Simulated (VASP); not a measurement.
# BN: single point with PBE+D3(BJ)

The system is BN.

```xyz
2
Lattice="1.2531 0.7235 3.2949 -1.2531 0.7235 3.2949 0.0000 -1.4469 3.2949" Properties=species:S:1:pos:R:3 pbc="T T T"
B     0.0000    0.0000    9.8817
N     0.0000    0.0000    3.2890
```

- Program: VASP 6.6.1
- Task: single point
- Functional: PBE
- Dispersion: D3(BJ)
- Potentials or basis: VASP PAW PBE potentials, release 64 (B, N)
- Cutoff: 520 eV
- k mesh: 12 × 12 × 12
- Occupations: gaussian, width 0.02 eV
- Spin: no spin polarisation
- Dipole correction: no
- k mesh for the DOS: 18 × 18 × 18
- Occupations for the DOS: tetrahedron
- Further INCAR settings: ALGO = Normal; EDIFF = 1e-06

* Valence electrons inside the program's atomic spheres: B 2.17; N 4.02
* Dispersion energy per atom: -0.142 eV

Levels at points of the mesh, in eV from the valence-band top:
| k point | band 1 | band 2 | band 3 | band 4 | band 5 | band 6 | band 7 | band 8 |
| --- | --- | --- | --- | --- | --- | --- | --- | --- |
| (0.00, 0.00, 0.00) | -17.83 | -4.07 | -1.34 | -1.34 | 5.26 | 11.60 | 11.60 | 13.08 |
| (0.50, 0.00, 0.00) | -14.63 | -8.97 | -4.11 | -0.61 | 5.26 | 9.87 | 13.12 | 15.19 |
| (0.50, 0.50, 0.00) | -14.55 | -8.83 | -4.18 | -1.26 | 4.17 | 9.80 | 14.35 | 17.84 |
| (0.50, 0.50, 0.50) | -17.52 | -6.26 | -1.36 | -1.36 | 10.31 | 11.51 | 11.51 | 12.25 |

Wall time 3.2 min on 1 thread of AMD EPYC 7R13, with other jobs on the host, peak memory 0.2 GiB.
